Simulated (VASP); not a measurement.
A run of VASP 6.6.1 is set up as follows.

Contents of POSCAR:

```
Mn
1.0
   -1.3058206205      1.3058206205      1.9866155791
    1.3058206205     -1.3058206205      1.9866155791
    1.3058206205      1.3058206205     -1.9866155791
Mn
1
Direct
    0.0000000000      0.0000000000      0.0000000000
```

Contents of INCAR.step1:

```
  PREC = Accurate
  ENCUT = 600
  ISMEAR = 0
  SIGMA = 0.1
  LREAL = F
  LASPH = T
  NELM = 150
  ISPIN = 2
  MAGMOM = 3.95
  LMAXMIX = 4
  GGA = PE
  ALGO = Normal
  EDIFF = 1E-4
  LWAVE = T
  LCHARG = F
```

Contents of INCAR.step2:

```
  PREC = Accurate
  ENCUT = 600
  EDIFF = 1E-7
  ISMEAR = 0
  SIGMA = 0.1
  LREAL = F
  LASPH = T
  NELM = 150
  ALGO = Normal
  ISIF = 3
  LWAVE = F
  LCHARG = F
  ISPIN = 2
  MAGMOM = 3.95
  LORBIT = 11
  LMAXMIX = 4
  METAGGA = R2SCAN
  LMIXTAU = T
  IBRION = 2
  NSW = 90
  EDIFFG = -0.04
  ISTART = 1
```

KPOINTS

```
Automatic mesh
0
Gamma
  10 10 10
```

Potentials or basis: VASP PAW PBE potentials, release 64 (Mn_pv).

Launch:

```sh
$ cat potpaw_PBE.64/Mn_pv/POTCAR > POTCAR
$ cp INCAR.step1 INCAR
$ mpirun -np 1 vasp_std > vasp.out
$ cp INCAR.step2 INCAR
$ mpirun -np 1 vasp_std > vasp.out
```

(1) Estimate the net moment.

(2) What does it give for the site moments?

(3) Estimate the space group after relaxing (to 0.05 Å).

(4) Estimate the relaxed volume.

## Answers

(1) 3.75 μB per cell.

(2) Mn +3.70 μB.

(3) Fm-3m (No. 225).

(4) 15.22 Å³/atom.

Caveat: the PAW data sets were made with another functional, which shifts forces and pressure a little.
